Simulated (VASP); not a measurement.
Input of a VASP 6.6.1 run:

INCAR

```
ALGO = Normal
EDIFF = 1E-6
EDIFFG = -0.002
ENCUT = 600
GGA = PS
IBRION = 2
ISIF = 3
ISMEAR = -1
LASPH = T
LCHARG = F
LREAL = F
LWAVE = F
NELM = 60
NSW = 100
PREC = Accurate
SIGMA = 0.1
```

File KPOINTS:

```
k-points
0
Gamma
  12 12 12
```

File POSCAR:

```
NaHF2
1.0
    1.7370000000      1.0028574176      4.5833333333
   -1.7370000000      1.0028574176      4.5833333333
    0.0000000000     -2.0057148352      4.5833333333
Na H F
1 1 2
Direct
    0.0000000000      0.0000000000      0.0000000000
    0.5000000000      0.5000000000      0.5000000000
    0.4176000000      0.4176000000      0.4176000000
    0.5824000000      0.5824000000      0.5824000000
```

Potentials or basis: VASP PAW PBE potentials, release 64 (Na_pv, H, F).

Command:

```sh
$ cat potpaw_PBE.64/Na_pv/POTCAR potpaw_PBE.64/H/POTCAR potpaw_PBE.64/F/POTCAR > POTCAR
$ mpirun -np 1 vasp_std > vasp.out
```

**Question.** What does it give for the relaxed volume?

**Answer.** 11.90 Å³/atom.

**Question.** Predict the space group after relaxing (to 0.05 Å).

**Answer.** R-3m (No. 166).

**Question.** Estimate the relaxed cell.

**Answer.** a = 5.000 Å, b = 5.000 Å, c = 5.000 Å, α = 40.52°, β = 40.52°, γ = 40.52°.

Final structure:
```
Na H F
1.0
     1.73135    0.99960    4.58275
    -1.73135    0.99960    4.58275
     0.00000   -1.99920    4.58275
Na H F
1 1 2
Direct
  0.00000 0.00000 0.00000
  0.50000 0.50000 0.50000
  0.41682 0.41682 0.41682
  0.58318 0.58318 0.58318
```

Caveat: the PAW data sets were made with another functional, which shifts forces and pressure a little.
